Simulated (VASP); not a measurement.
Set up this calculation in VASP 6.6.1, as the native input.

```yaml
Task: single point
Functional: PBE
Potentials_or_basis: VASP PAW PBE potentials, release 64 (Ag)
Cutoff: 520 eV
k_mesh: 8 × 8 × 8
Occupations: fermi-dirac, width 0.136057 eV
Spin: no spin polarisation
Dipole_correction: no
Further_INCAR_settings: ALGO = Normal; EDIFF = 1e-07; NBANDS = 18
```

The structure of Ag lies in POSCAR:

```
Ag
1.0
    0.0000000000      3.1094405241      3.1094405241
    3.1094405241      0.0000000000      3.1094405241
    3.1094405241      3.1094405241      0.0000000000
Ag
2
Direct
    0.0000000000      0.0000000000      0.0000000000
    0.2500000000      0.2500000000      0.2500000000
```

These files were run (other wordings do the same):

INCAR

```
SYSTEM = Ag
PREC = Accurate ; ENCUT = 520
EDIFF = 1E-7 ; ISMEAR = -1
SIGMA = 0.13605693000000002 ; LREAL = .FALSE.
LASPH = .TRUE. ; NELM = 60
ALGO = Normal ; ISIF = 2
LWAVE = .FALSE. ; LCHARG = .FALSE.
GGA = PE ; NBANDS = 18
```

KPOINTS

```
regular mesh
0
G
  8 8 8
  0 0 0
```

Potentials or basis: VASP PAW PBE potentials, release 64 (Ag).

Launch:

```console
$ cat potpaw_PBE.64/Ag/POTCAR > POTCAR
$ mpirun -np 1 vasp_std > vasp.out
```

Results of the run:

* Pressure: -0.1 GPa
* Band gap on the k mesh: zero (band 11 reaches 3.06 eV, above the bottom of band 12 at 2.09 eV)

It took 75 s on 1 thread of AMD EPYC 7R13 (shared host), peak memory 0.18 GiB.
